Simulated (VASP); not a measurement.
# Pb (Fm-3m) in VASP: a series of runs, part 2 of 2

VASP 6.6.1.

## Step 4: Single point, r2SCAN

This run uses another cell than the first one, of 31.17 Å³/atom, 1.031 times its volume.

The input, POSCAR:

```
Pb
1.0
    0.0000000000      2.4977940736      2.4977940736
    2.4977940736      0.0000000000      2.4977940736
    2.4977940736      2.4977940736      0.0000000000
Pb
1
Direct
    0.0000000000      0.0000000000      0.0000000000
```

The input, INCAR.step1:

```
PREC = Accurate ; ENCUT = 520
ISMEAR = 0 ; SIGMA = 0.1
LREAL = False ; LASPH = True
NELM = 100 ; NBANDS = 13
GGA = PE ; ALGO = Normal
EDIFF = 1E-4 ; LWAVE = True
LCHARG = False
```

The input, INCAR.step2:

```
PREC = Accurate ; ENCUT = 520
EDIFF = 1E-7 ; ISMEAR = 0
SIGMA = 0.1 ; LREAL = False
LASPH = True ; NELM = 100
ALGO = Normal ; ISIF = 2
LWAVE = False ; LCHARG = False
METAGGA = R2SCAN ; LMIXTAU = True
NBANDS = 13 ; ISTART = 1
```

The input, KPOINTS:

```
regular mesh
0
Gamma
  14 14 14
```

Potentials or basis: VASP PAW PBE potentials, release 64 (Pb_d).

Launch:

```sh
> cat potpaw_PBE.64/Pb_d/POTCAR > POTCAR
> cp INCAR.step1 INCAR
> mpirun -np 1 vasp_std > vasp.out
> cp INCAR.step2 INCAR
> mpirun -np 1 vasp_std > vasp.out
```

OUTCAR:

```text
PREC = Accurate
   ENCUT = 520
   EDIFF = 1E-7
   ISMEAR = 0
   LREAL = False
   LASPH = True
   NELM = 100
   ISIF = 2
   METAGGA = R2SCAN
   ISTART = 1

 ion  position               nearest neighbor table
   1  0.000  0.000  0.000-

  LATTYP: Found a face centered cubic cell.
 ALAT       =     4.9955881472

  Lattice vectors:

 A1 = (   0.0000000000,   2.4977940736,   2.4977940736)
 A2 = (   2.4977940736,   0.0000000000,   2.4977940736)
 A3 = (   2.4977940736,   2.4977940736,   0.0000000000)

Analysis of symmetry for initial positions (statically):
=====================================================================
 Subroutine PRICEL returns:
 Original cell was already a primitive cell.

 Routine SETGRP: Setting up the symmetry group for a
 face centered cubic supercell.

 Subroutine GETGRP returns: Found 48 space group operations
[... 9 lines left out ...]

 Routine SETGRP: Setting up the symmetry group for a
 face centered cubic supercell.

 Subroutine GETGRP returns: Found 48 space group operations
[... 11 lines left out ...]
                                     Primitive cell

  volume of cell :      31.1674

[... 138 lines left out ...]
 cond. band min:       6.9552279596   @ k =   0.3571   0.2143   0.0000
 fundamental gap:      0.1271362922
 Fermi energy:         6.9512494557

 k-point     1 :       0.0000    0.0000    0.0000
  band No.  band energies     occupation
      1     -10.7845      2.00000
      2     -10.7845      2.00000
      3     -10.7845      2.00000
      4     -10.6483      2.00000
      5     -10.6483      2.00000
      6      -5.1871      2.00000
      7      14.4252      0.00000
      8      14.4252      0.00000
      9      14.4252      0.00000
     10      17.3184      0.00000
     11      18.8479      0.00000
     12      19.8202      0.00000
     13      19.8202      0.00000
[... 354 lines left out ...]
  band No.  band energies     occupation
      1     -10.8244      2.00000
      2     -10.7276      2.00000
      3     -10.6999      2.00000
      4     -10.6583      2.00000
      5     -10.5794      2.00000
      6      -3.7276      2.00000
      7       8.1935      0.00000
      8      11.7223      0.00000
      9      11.9648      0.00000
     10      15.8475      0.00000
     11      17.4373      0.00000
     12      21.1509      0.00000
     13      22.0012      0.00000

 [... further k-points ...]
[... 5 lines left out ...]
  --------------------------------------------------------------------------------------
  -------------------------------------------------------------------------------------
  Total       -0.0019059     -0.0019059     -0.0019059     -0.0000000     -0.0000000      0.0000000
  in kB       -0.0979727     -0.0979727     -0.0979727     -0.0000000     -0.0000000      0.0000000
  external PRESSURE =      -0.0979727 kB  Pullay stress =       0.0000000 kB

 VOLUME and BASIS-vectors are now :
 -----------------------------------------------------------------------------
  energy-cutoff  :      520.00
  volume of cell :       31.17
      direct lattice vectors                 reciprocal lattice vectors
     0.000000000  2.497794074  2.497794074    -0.200176630  0.200176630  0.200176630
     2.497794074  0.000000000  2.497794074     0.200176630 -0.200176630  0.200176630
     2.497794074  2.497794074  0.000000000     0.200176630  0.200176630 -0.200176630

 POSITION                                       TOTAL-FORCE (eV/Angst)
 -----------------------------------------------------------------------------------
      0.00000      0.00000      0.00000        -0.000000     -0.000000     -0.000000
 -----------------------------------------------------------------------------------
    total drift:                               -0.000000     -0.000000     -0.000000

  FREE ENERGIE OF THE ION-ELECTRON SYSTEM (eV)
  ---------------------------------------------------
  free  energy   TOTEN  =       -56.2842123538 eV

  energy  without entropy=      -56.2817885348  energy(sigma->0) =      -56.28300044
```

OSZICAR.step1:

```text
N       E                     dE             d eps       ncg     rms          rms(c)
DAV:   1     0.109974292348E+03    0.10997E+03   -0.71220E+03  2714   0.124E+03
DAV:   2     0.174846664178E+01   -0.10823E+03   -0.10499E+03  2809   0.316E+02
DAV:   3    -0.345112480386E+01   -0.51996E+01   -0.51824E+01  3382   0.746E+01
DAV:   4    -0.357101804583E+01   -0.11989E+00   -0.11987E+00  3241   0.121E+01
DAV:   5    -0.357634599710E+01   -0.53280E-02   -0.53277E-02  3878   0.239E+00    0.501E-01
DAV:   6    -0.356778245447E+01    0.85635E-02   -0.12386E-02  3406   0.193E+00    0.252E-01
DAV:   7    -0.356584698411E+01    0.19355E-02   -0.54413E-03  3559   0.119E+00    0.885E-02
DAV:   8    -0.356582143041E+01    0.25554E-04   -0.41008E-04  3396   0.322E-01
   1 F= -.35658214E+01 E0= -.35646942E+01  d E =-.225438E-02
```

It took 2.4 min on 1 thread of Intel Xeon Platinum 8488C (Sapphire Rapids), shared host; peak memory 0.18 GiB.

What came out:

- Free energy: -56.2842 eV
- Pressure: 0.0 GPa
- Band gap on the k mesh: zero (band 7 reaches 14.43 eV, above the bottom of band 8 at 5.39 eV)

Levels at points of the mesh, in eV from the Fermi level:
```tsv
k point	band 5	band 6	band 7	band 8	band 9	band 10
(0.00, 0.00, 0.00)	-17.60	-12.14	7.47	7.47	7.47	10.37
(0.50, 0.00, 0.00)	-17.47	-8.49	-4.27	5.61	5.61	9.78
(0.50, 0.50, 0.00)	-17.43	-7.05	-3.38	2.06	2.06	5.80
```

Caveat: the PAW data sets were made with another functional, which shifts forces and pressure a little; spin-orbit coupling is left out, which moves the levels of the heavy elements.

## Step 5: Single point, r2SCAN (volume scaled by 1.03)

The input, POSCAR:

```
Pb
1.0
    0.0000000000      2.5225263165      2.5225263165
    2.5225263165      0.0000000000      2.5225263165
    2.5225263165      2.5225263165      0.0000000000
Pb
1
Direct
    0.0000000000      0.0000000000      0.0000000000
```

The input, INCAR.step1:

```
SYSTEM = Pb
ALGO     = Normal         ! electronic algorithm
EDIFF    = 1E-4           ! SCF threshold, eV
ENCUT    = 520            ! plane-wave cutoff, eV
GGA      = PE             ! functional
ISMEAR   = 0              ! smearing method
LASPH    = .TRUE.         ! aspherical terms in the spheres
LCHARG   = .FALSE.        ! write CHGCAR
LREAL    = .FALSE.        ! projectors in reciprocal space
LWAVE    = .TRUE.         ! write WAVECAR
NBANDS   = 13             ! bands
NELM     = 60             ! most SCF steps
PREC     = Accurate       ! precision mode
SIGMA    = 0.1            ! smearing width, eV
```

The input, INCAR.step2:

```
SYSTEM = Pb
ALGO     = Normal         ! electronic algorithm
EDIFF    = 1E-6           ! SCF threshold, eV
ENCUT    = 520            ! plane-wave cutoff, eV
ISIF     = 2              ! what is computed and relaxed
ISMEAR   = 0              ! smearing method
ISTART   = 1            
LASPH    = .TRUE.         ! aspherical terms in the spheres
LCHARG   = .FALSE.        ! write CHGCAR
LMIXTAU  = .TRUE.       
LREAL    = .FALSE.        ! projectors in reciprocal space
LWAVE    = .FALSE.        ! write WAVECAR
METAGGA  = R2SCAN         ! meta-GGA
NBANDS   = 13             ! bands
NELM     = 60             ! most SCF steps
PREC     = Accurate       ! precision mode
SIGMA    = 0.1            ! smearing width, eV
```

The input, KPOINTS:

```
k-points
0
G
  14 14 14
  0 0 0
```

Launch:

```sh
> cat potpaw_PBE.64/Pb_d/POTCAR > POTCAR
> cp INCAR.step1 INCAR
> mpirun -np 1 vasp_std > vasp.out
> cp INCAR.step2 INCAR
> mpirun -np 1 vasp_std > vasp.out
```

It took 2 min on 1 thread of Intel Xeon Platinum 8488C (Sapphire Rapids), shared host; peak memory 0.18 GiB.

Results (log left out):

* Free energy: -56.2810 eV
* Pressure: -1.2 GPa
* Band gap on the k mesh: zero (band 7 reaches 13.86 eV, above the bottom of band 8 at 5.13 eV)

Levels at points of the mesh, in eV from the Fermi level:
```csv
k point,band 5,band 6,band 7,band 8,band 9,band 10
"(0.00, 0.00, 0.00)",-17.57,-11.92,7.25,7.25,7.25,10.36
"(0.50, 0.00, 0.00)",-17.45,-8.44,-4.11,5.46,5.46,9.53
"(0.50, 0.50, 0.00)",-17.42,-7.08,-3.24,2.04,2.04,5.73
```

Caveat: the cell differs from its parent crystal (volume scaled by 1.03); the PAW data sets were made with another functional, which shifts forces and pressure a little; spin-orbit coupling is left out, which moves the levels of the heavy elements.

## Step 6: Single point, r2SCAN (volume scaled by 1.06)

The input, POSCAR:

```
Pb
1.0
    0.0000000000      2.5467828652      2.5467828652
    2.5467828652      0.0000000000      2.5467828652
    2.5467828652      2.5467828652      0.0000000000
Pb
1
Direct
    0.0000000000      0.0000000000      0.0000000000
```

The input, INCAR.step1:

```
SYSTEM = Pb
PREC = Accurate
ENCUT = 520
ISMEAR = 0
SIGMA = 0.1
LREAL = .FALSE.
LASPH = .TRUE.
NELM = 100
NBANDS = 13
GGA = PE
ALGO = Normal
EDIFF = 1E-4
LWAVE = .TRUE.
LCHARG = .FALSE.
```

The input, INCAR.step2:

```
SYSTEM = Pb
PREC = Accurate
ENCUT = 520
EDIFF = 1E-7
ISMEAR = 0
SIGMA = 0.1
LREAL = .FALSE.
LASPH = .TRUE.
NELM = 100
ALGO = Normal
ISIF = 2
LWAVE = .FALSE.
LCHARG = .FALSE.
METAGGA = R2SCAN
LMIXTAU = .TRUE.
NBANDS = 13
ISTART = 1
```

The input, KPOINTS:

```
Automatic mesh
0
G
  14 14 14
  0 0 0
```

Potentials or basis: VASP PAW PBE potentials, release 64 (Pb_d).

Launch:

```sh
> cat potpaw_PBE.64/Pb_d/POTCAR > POTCAR
> cp INCAR.step1 INCAR
> mpirun -np 1 vasp_std > vasp.out
> cp INCAR.step2 INCAR
> mpirun -np 1 vasp_std > vasp.out
```

OUTCAR:

```text
SYSTEM = Pb
   PREC = Accurate
   ENCUT = 520
   EDIFF = 1E-7
   ISMEAR = 0
   LREAL = .FALSE.
   LASPH = .TRUE.
   NELM = 100
   ISIF = 2
   METAGGA = R2SCAN
   ISTART = 1

 ion  position               nearest neighbor table
   1  0.000  0.000  0.000-

  LATTYP: Found a face centered cubic cell.
 ALAT       =     5.0935657304

  Lattice vectors:

 A1 = (   0.0000000000,   2.5467828652,   2.5467828652)
 A2 = (   2.5467828652,   0.0000000000,   2.5467828652)
 A3 = (   2.5467828652,   2.5467828652,   0.0000000000)

Analysis of symmetry for initial positions (statically):
=====================================================================
 Subroutine PRICEL returns:
 Original cell was already a primitive cell.

 Routine SETGRP: Setting up the symmetry group for a
 face centered cubic supercell.

 Subroutine GETGRP returns: Found 48 space group operations
 (whereof 48 operations were pure point group operations)
 out of a pool of 48 trial point group operations.

The static configuration has the point symmetry O_h .

Analysis of symmetry for dynamics (positions and initial velocities):
=====================================================================
 Subroutine PRICEL returns:
 Original cell was already a primitive cell.

 Routine SETGRP: Setting up the symmetry group for a
 face centered cubic supercell.

 Subroutine GETGRP returns: Found 48 space group operations
 (whereof 48 operations were pure point group operations)
 out of a pool of 48 trial point group operations.

The dynamic configuration has the point symmetry O_h .

 Subroutine INISYM returns: Found 48 space group operations
 (whereof 48 operations are pure point group operations),
 and found     1 'primitive' translations

----------------------------------------------------------------------------------------

                                     Primitive cell

  volume of cell :      33.0374

  direct lattice vectors                    reciprocal lattice vectors
     0.000000000  2.546782865  2.546782865    -0.196326121  0.196326121  0.196326121
     2.546782865  0.000000000  2.546782865     0.196326121 -0.196326121  0.196326121
     2.546782865  2.546782865  0.000000000     0.196326121  0.196326121 -0.196326121
[... 113 lines left out ...]
 non-spin polarized calculation
 Gauss-broadening in eV      SIGMA  =   0.10
  energy-cutoff  :      520.00
  volume of cell :       33.04
 maximum number of plane-waves:       911
   NGX = 13   NGY = 13   NGZ = 13

 number of electron      14.0000001 magnetization

 Free energy of the ion-electron system (eV)
  ---------------------------------------------------
  ext. energy  EPLUGINS =         0.00000000
  ---------------------------------------------------
  free energy    TOTEN  =       -56.27133063 eV

  energy without entropy =      -56.26892066  energy(sigma->0) =      -56.27012565

 E-fermi :   6.3015     XC(G=0): -10.4681

 val. band max:        6.2521546467   @ k =   0.3571   0.2857   0.0000
 cond. band min:       6.3542610057   @ k =  -0.2857   0.2857   0.0714
 fundamental gap:      0.1021063590
 Fermi energy:         6.3014970689

 k-point     1 :       0.0000    0.0000    0.0000
  band No.  band energies     occupation
      1     -11.3690      2.00000
      2     -11.3690      2.00000
      3     -11.3690      2.00000
      4     -11.2555      2.00000
      5     -11.2555      2.00000
      6      -5.4231      2.00000
      7      13.3340      0.00000
      8      13.3340      0.00000
      9      13.3340      0.00000
     10      16.6465      0.00000
     11      17.4568      0.00000
     12      18.7827      0.00000
     13      18.7827      0.00000
[... 354 lines left out ...]
  band No.  band energies     occupation
      1     -11.4010      2.00000
      2     -11.3206      2.00000
      3     -11.2977      2.00000
      4     -11.2619      2.00000
      5     -11.1971      2.00000
      6      -4.0610      2.00000
      7       7.4316      0.00000
      8      10.8463      0.00000
      9      11.0245      0.00000
     10      15.0594      0.00000
     11      16.5461      0.00000
     12      19.9201      0.00000
     13      20.9067      0.00000

 [... further k-points ...]

------------------------ aborting loop because EDIFF is reached ----------------------------------------

  FORCE on cell =-STRESS in cart. coord.  units (eV):
  Direction    XX          YY          ZZ          XY          YZ          ZX
  --------------------------------------------------------------------------------------
  -------------------------------------------------------------------------------------
  Total       -0.4578984     -0.4578984     -0.4578984     -0.0000000     -0.0000000      0.0000000
  in kB      -22.2061856    -22.2061856    -22.2061856     -0.0000000     -0.0000000      0.0000000
  external PRESSURE =     -22.2061856 kB  Pullay stress =       0.0000000 kB

 VOLUME and BASIS-vectors are now :
 -----------------------------------------------------------------------------
  energy-cutoff  :      520.00
  volume of cell :       33.04
      direct lattice vectors                 reciprocal lattice vectors
     0.000000000  2.546782865  2.546782865    -0.196326121  0.196326121  0.196326121
     2.546782865  0.000000000  2.546782865     0.196326121 -0.196326121  0.196326121
     2.546782865  2.546782865  0.000000000     0.196326121  0.196326121 -0.196326121

 POSITION                                       TOTAL-FORCE (eV/Angst)
 -----------------------------------------------------------------------------------
      0.00000      0.00000      0.00000         0.000000      0.000000      0.000000
 -----------------------------------------------------------------------------------
    total drift:                               -0.000000     -0.000000     -0.000000

  FREE ENERGIE OF THE ION-ELECTRON SYSTEM (eV)
  ---------------------------------------------------
  free  energy   TOTEN  =       -56.2713306343 eV

  energy  without entropy=      -56.2689206649  energy(sigma->0) =      -56.27012565
```

OSZICAR.step1:

```text
N       E                     dE             d eps       ncg     rms          rms(c)
DAV:   1     0.109720306276E+03    0.10972E+03   -0.71449E+03  2722   0.123E+03
DAV:   2     0.195275514898E+01   -0.10777E+03   -0.10446E+03  2824   0.311E+02
DAV:   3    -0.344304211897E+01   -0.53958E+01   -0.53776E+01  3372   0.751E+01
DAV:   4    -0.356842996003E+01   -0.12539E+00   -0.12536E+00  3333   0.124E+01
DAV:   5    -0.357401333626E+01   -0.55834E-02   -0.55832E-02  3807   0.243E+00    0.456E-01
DAV:   6    -0.356671939975E+01    0.72939E-02   -0.11933E-02  3498   0.181E+00    0.238E-01
DAV:   7    -0.356529182210E+01    0.14276E-02   -0.52619E-03  3514   0.113E+00    0.902E-02
DAV:   8    -0.356532946448E+01   -0.37642E-04   -0.42562E-04  3359   0.328E-01
   1 F= -.35653295E+01 E0= -.35642575E+01  d E =-.214391E-02
```

It took 2.2 min on 1 thread of Intel Xeon Platinum 8488C (Sapphire Rapids), shared host; peak memory 0.19 GiB.

What came out:

```
Free energy            : -56.2713 eV
Pressure               : -2.2 GPa
Band gap on the k mesh : zero (band 7 reaches 13.33 eV, above the bottom of band 8 at 4.88 eV)
```

Caveat: the cell differs from its parent crystal (volume scaled by 1.06); the PAW data sets were made with another functional, which shifts forces and pressure a little; spin-orbit coupling is left out, which moves the levels of the heavy elements.

## Step 7: The runs side by side

```csv
cell,gap on the mesh (eV),pressure (GPa)
"a = 3.497 Å, angles 60.0°, 1 atom",none,1.4
"a = 3.532 Å, angles 60.0°, 1 atom",none,0.0
"a = 3.567 Å, angles 60.0°, 1 atom",none,-1.2
"a = 3.602 Å, angles 60.0°, 1 atom",none,-2.2
```

Alike in all rows: task single point; level r2SCAN; potentials or basis VASP PAW PBE potentials, release 64 (Pb_d); no spin polarisation; k mesh 14 × 14 × 14; cutoff (eV) 520; smearing gaussian 0.1 eV.

Caveats: the PAW data sets were made with another functional, which shifts forces and pressure a little; spin-orbit coupling is left out, which moves the levels of the heavy elements.

Total energies depend on the potentials used, so only differences within one code and one set of settings carry meaning.
